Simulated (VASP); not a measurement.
Here is a VASP 6.6.1 calculation.

Contents of INCAR:

```
SYSTEM = BIr3Br
PREC = Accurate
ENCUT = 600
EDIFF = 1E-6
ISMEAR = 0
SIGMA = 0.1175
LREAL = .FALSE.
LASPH = .TRUE.
NELM = 60
ALGO = Normal
ISIF = 3
LWAVE = .FALSE.
LCHARG = .FALSE.
GGA = PS
IBRION = 2
NSW = 60
EDIFFG = -0.01
```

The input KPOINTS:

```
Automatic mesh
0
Gamma
  4 4 4
  0.5 0.5 0.5
```

POSCAR

```
BIr3Br
1.0
    4.3812740000      0.0000000000      0.0000000000
    0.0000000000      4.3812740000      0.0000000000
    0.0000000000      0.0000000000      4.3812740000
B Ir Br
1 3 1
Direct
    0.5000000000      0.5000000000      0.5000000000
    0.0000000000      0.5000000000      0.5000000000
    0.5000000000      0.0000000000      0.5000000000
    0.5000000000      0.5000000000      0.0000000000
    0.0000000000      0.0000000000      0.0000000000
```

Potentials or basis: VASP PAW PBE potentials, release 64 (B, Ir, Br).

Run with:

```sh
$ cat potpaw_PBE.64/B/POTCAR potpaw_PBE.64/Ir/POTCAR potpaw_PBE.64/Br/POTCAR > POTCAR
$ mpirun -np 1 vasp_std > vasp.out
```

Problem. Estimate the relaxed cell.

Solution. a = 4.165 Å, b = 4.165 Å, c = 4.165 Å, α = 90.00°, β = 90.00°, γ = 90.00°.

Problem. Estimate the relaxed volume.

Solution. 14.45 Å³/atom.

Problem. Estimate the space group after relaxing (to 0.05 Å).

Solution. Pm-3m (No. 221).

Final structure:
```
B Ir Br
1.0
     4.16463    0.00000    0.00000
     0.00000    4.16463    0.00000
     0.00000    0.00000    4.16463
B Ir Br
1 3 1
Direct
  0.50000 0.50000 0.50000
  0.00000 0.50000 0.50000
  0.50000 0.00000 0.50000
  0.50000 0.50000 0.00000
  0.00000 0.00000 0.00000
```

Caveat: the PAW data sets were made with another functional, which shifts forces and pressure a little; an odd number of electrons without spin polarisation forces a metal; a magnetic or distorted state may lie lower.
